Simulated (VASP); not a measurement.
Runs of VASP 6.6.1 on AlRu (zincblende type). The structure is that of space group F-43m (No. 216), or close to it. The cells are those of the table. 

```tsv
task	cell	cutoff (eV)	gap on the mesh (eV)	pressure (GPa)
relaxation of cell and atoms	relaxed to 30 GPa from a = 3.507 Å, angles 60.0°, 2 atoms	600	none	30.0
single point	a = 3.604 Å, angles 60.0°, 2 atoms	520	none	(a)
single point	a = 3.603 Å, angles 60.0°, 2 atoms	520	none	30.4
relaxation of cell and atoms	relaxed to 30 GPa from a = 3.604 Å, angles 60.0°, 2 atoms	600	none	30.0
```

Alike in all rows: level PBE; potentials or basis VASP PAW PBE potentials, release 64 (Ru_pv, Al); no spin polarisation; k mesh 12 × 12 × 12; smearing fermi-dirac 0.1 eV.

Q: Fill in the values left out.

A: (a) 30.2.

Caveats: the cell is relaxed towards a set pressure, so the run minimises the enthalpy, not the energy (at least some runs); the cell stands under pressure (at least some runs).

A k mesh can miss the band edges, and the runs leave out spin-orbit coupling on Ru.

A gap of «none» marks levels without a gap at the run's occupations.
